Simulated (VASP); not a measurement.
A run of VASP 6.6.1:

The input INCAR:

```
PREC     = Accurate       # precision mode
ENCUT    = 520            # plane-wave cutoff, eV
EDIFF    = 1E-6           # SCF threshold, eV
ISMEAR   = 0              # smearing method
SIGMA    = 0.1            # smearing width, eV
LREAL    = F              # projectors in reciprocal space
LASPH    = T              # aspherical terms in the spheres
NELM     = 100            # most SCF steps
ALGO     = Normal         # electronic algorithm
ISIF     = 2              # what is computed and relaxed
LWAVE    = F              # write WAVECAR
LCHARG   = T              # write CHGCAR
GGA      = PE             # functional
LELF     = T              # ELF
LVHAR    = T            
NBANDS   = 18             # bands
```

The input KPOINTS:

```
Automatic mesh
0
Gamma
  6 6 6
```

Contents of POSCAR:

```
LiSi2N2
1.0
   -1.8169992990      1.8169992990      3.7885204555
    1.8169992990     -1.8169992990      3.7885204555
    1.8169992990      1.8169992990     -3.7885204555
Li Si N
1 2 2
Direct
    0.0000000000      0.0000000000      0.0000000000
    0.3400444199      0.3400444199      0.0000000000
    0.6599555801      0.6599555801      0.0000000000
    0.7500000000      0.2500000000      0.5000000000
    0.2500000000      0.7500000000      0.5000000000
```

Potentials or basis: VASP PAW PBE potentials, release 64 (Li_sv, Si, N).

Run with:

```sh
$ cat potpaw_PBE.64/Li_sv/POTCAR potpaw_PBE.64/Si/POTCAR potpaw_PBE.64/N/POTCAR > POTCAR
$ mpirun -np 1 vasp_std > vasp.out
```

Hardware: 1 thread of Intel(R) Xeon(R) 6975P-C (Granite Rapids) (shared host).

Question: Estimate the wall time of this run.

Answer: Wall time 14 s on 1 thread of Intel(R) Xeon(R) 6975P-C (Granite Rapids) (shared host), peak memory 0.2 GiB. Counts: scf iterations 12, k points 30.
